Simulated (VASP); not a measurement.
**LiSi8O16 (a cell with a defect): single point with PBE**

The system is LiSi8O16 (a cell with a defect).

```
Si O Li
1.0
     0.00000    5.08139    7.09441
     5.08139    0.00000    7.09441
     5.08139    5.08139    0.00000
Si O Li
8 16 1
Direct
  0.25194 0.25154 0.45106
  0.74786 0.75205 0.95342
  0.07810 0.67040 0.12656
  0.57278 0.17277 0.62872
  0.42211 0.83438 0.37065
  0.91652 0.33514 0.87098
  0.99546 0.00447 0.29288
  0.49367 0.50374 0.79329
  0.08416 0.23051 0.66257
  0.58288 0.73885 0.16446
  0.48076 0.33914 0.76112
  0.99028 0.83534 0.26141
  0.40322 0.27332 0.49638
  0.90509 0.77187 0.99458
  0.18641 0.90298 0.40155
  0.71077 0.36397 0.87405
  0.00710 0.16286 0.07705
  0.50952 0.66066 0.57668
  0.39170 0.04244 0.36000
  0.88151 0.54505 0.85796
  0.28986 0.63694 0.96241
  0.79612 0.13092 0.47626
  0.11751 0.45538 0.28336
  0.61902 0.95476 0.78122
  0.97853 0.08717 0.63374
```

```json
{
  "Program": "VASP 6.6.1",
  "Task": "single point",
  "Functional": "PBE",
  "Potentials or basis": "VASP PAW PBE potentials, release 64 (Si, O, Li_sv)",
  "Cutoff": "520 eV",
  "k mesh": "1 × 1 × 1, shifted",
  "Occupations": "fermi-dirac, width 0.01 eV",
  "Spin": "no spin polarisation"
}
```

```yaml
Largest_force: 0.042 eV/Å
```

Forces on the atoms (eV/Å):
```
Si  -0.002 -0.007  0.005
Si  -0.025 -0.011 -0.002
Si   0.033 -0.025  0.007
Si   0.019 -0.029  0.001
Si  -0.016  0.020 -0.002
Si  -0.018  0.025  0.000
Si   0.010  0.005  0.001
Si   0.008  0.009 -0.001
O   -0.013  0.000  0.009
O    0.005 -0.002  0.005
O   -0.004  0.004  0.020
O   -0.009  0.008  0.013
O   -0.002  0.006 -0.018
O   -0.004 -0.003 -0.014
O    0.006 -0.001  0.001
O    0.010 -0.010 -0.005
O    0.000 -0.001 -0.012
O    0.003 -0.001 -0.012
O   -0.003 -0.003 -0.002
O    0.011 -0.008  0.006
O   -0.016 -0.004 -0.007
O   -0.003  0.002 -0.009
O   -0.003  0.015  0.001
O    0.001  0.013  0.008
Li   0.010 -0.003  0.005
```

Levels at points of the mesh, in eV from the Fermi level:
```
           k point  band 63  band 64  band 65  band 66  band 67  band 68
(0.25, 0.25, 0.25)    -0.68    -0.58    -0.38     5.47     7.46     7.75
```

Wall time 6.4 min on 1 thread of Intel(R) Xeon(R) Platinum 8488C (Sapphire Rapids), on a shared host, peak memory 0.57 GiB.

Caveat: the cell carries a net charge on a neutralising background, which shifts energy and pressure; the cell is charged against a uniform background, so pressure and absolute levels hang on convention.
